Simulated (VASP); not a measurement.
**Pt: single point with r2SCAN**

Pt:

```
Pt
1.0
    -1.56949    1.56949    1.56949
     1.56949   -1.56949    1.56949
     1.56949    1.56949   -1.56949
Pt
1
Direct
  0.00000 0.00000 0.00000
```

This isn't the form of Pt at room conditions, which is fcc.

```
Program             : VASP 6.6.1
Task                : single point
Functional          : r2SCAN
Potentials or basis : VASP PAW PBE potentials, release 64 (Pt)
Cutoff              : 520 eV
k mesh              : 26 × 26 × 26
Occupations         : gaussian, width 0.15 eV
Spin                : no spin polarisation
```

- Pressure: 0.8 GPa
- Band gap on the k mesh: zero (bands 5 and 6 overlap by 2.42 eV)

Levels at points of the mesh, in eV from the Fermi level:
| k point | band 3 | band 4 | band 5 | band 6 | band 7 | band 8 |
| --- | --- | --- | --- | --- | --- | --- |
| (0.00, 0.00, 0.00) | -3.74 | -3.74 | -1.16 | -1.16 | 18.07 | 18.07 |
| (0.50, 0.00, 0.00) | -1.33 | -0.83 | 0.37 | 1.13 | 6.79 | 14.06 |
| (0.50, 0.50, 0.50) | 0.57 | 0.57 | 0.57 | 8.15 | 8.15 | 8.15 |

Wall time 100 s on 1 thread of Intel(R) Xeon(R) 6975P-C (Granite Rapids), with other jobs on the host, peak memory 0.2 GiB.

Caveat: the PAW data sets were made with another functional, which shifts forces and pressure a little; spin-orbit coupling is left out, which moves the levels of the heavy elements.
